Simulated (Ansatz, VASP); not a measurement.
# Two plane-wave programs on Sn2F3

```xyz
10
Lattice="3.5563 2.0532 4.1187 -3.5563 2.0532 4.1187 0.0000 -4.1064 4.1187" Properties=species:S:1:pos:R:3 pbc="T T T"
Sn    0.0000    0.0000   10.8305
Sn    0.0000    0.0000    7.7036
Sn    0.0000    0.0000    1.5256
Sn    0.0000    0.0000    4.6524
F    -1.1070   -2.0532    5.1484
F     2.3316    0.0679    5.1484
F    -1.2246    1.9853    5.1484
F     1.1070    2.0532    7.2077
F    -2.3316   -0.0679    7.2077
F     1.2246   -1.9853    7.2077
```

Alike in both runs: functional PBE; k mesh 6 × 6 × 6; occupations gaussian, width 0.1 eV; no spin polarisation.

Ansatz relaxed the structure, and its values are those at the end. VASP's run is a single point on that final structure, the one shown.

|  | VASP | Ansatz |
| --- | --- | --- |
| version | VASP 6.6.1 | Ansatz 0.2.0 |
| potentials or method | VASP PAW PBE potentials, release 64 (Sn_d, F), cutoff 520 eV | scalar-relativistic, plane waves, PAW |
| valence electrons in the cell | 98 | 98 |

Ansatz gave:

| Quantity | Value |
| --- | --- |
| gap on the k mesh at the Fermi level (eV) | none |
| pressure (GPa) | 0.1 |
| rms of the force components (eV/Å) | 0.011 |

What did VASP give for the same quantities?

gap on the k mesh at the Fermi level (eV): none; pressure (GPa): 0.0; rms of the force components (eV/Å): 0.006.

A gap of «none» marks a metal or a gap that the smearing closes.
